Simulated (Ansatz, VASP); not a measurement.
Si2B3 in VASP and in Ansatz

```
Si B
1.0
     2.58311   -4.63852    0.00000
     2.58311    4.63852    0.00000
     0.00000    0.00000    6.51579
Si B
4 6
Direct
  0.00000 0.50000 0.79763
  0.50000 0.00000 0.20237
  0.00000 0.50000 0.20237
  0.50000 0.00000 0.79763
  0.00000 0.50000 0.50000
  0.50000 0.00000 0.50000
  0.38785 0.21424 0.00000
  0.61215 0.78576 0.00000
  0.78576 0.61215 0.00000
  0.21424 0.38785 0.00000
```

Alike in both runs: functional PBE; k mesh 4 × 4 × 3; occupations gaussian, width 0.2 eV; no spin polarisation.

Ansatz relaxed the structure, and its values are those at the end. VASP's run is a single point on that final structure, the one shown.

```csv
,VASP,Ansatz
version,VASP 6.6.1,Ansatz 0.2.0
potentials or method,"VASP PAW PBE potentials, release 64 (Si, B), cutoff 500 eV","scalar-relativistic, plane waves, PAW"
valence electrons in the cell,34,34
```

VASP gave:

- gap on the k mesh at the Fermi level (eV): none
- pressure (GPa): 0.3
- rms of the force components (eV/Å): 0.007

Q: What did Ansatz give for the same quantities?

A: gap on the k mesh at the Fermi level (eV): none; pressure (GPa): 0.3; rms of the force components (eV/Å): 0.008.

A gap of «none» marks a metal or a gap that the smearing closes. With one functional, cell and mesh, what is left measures potentials, basis and numerics.
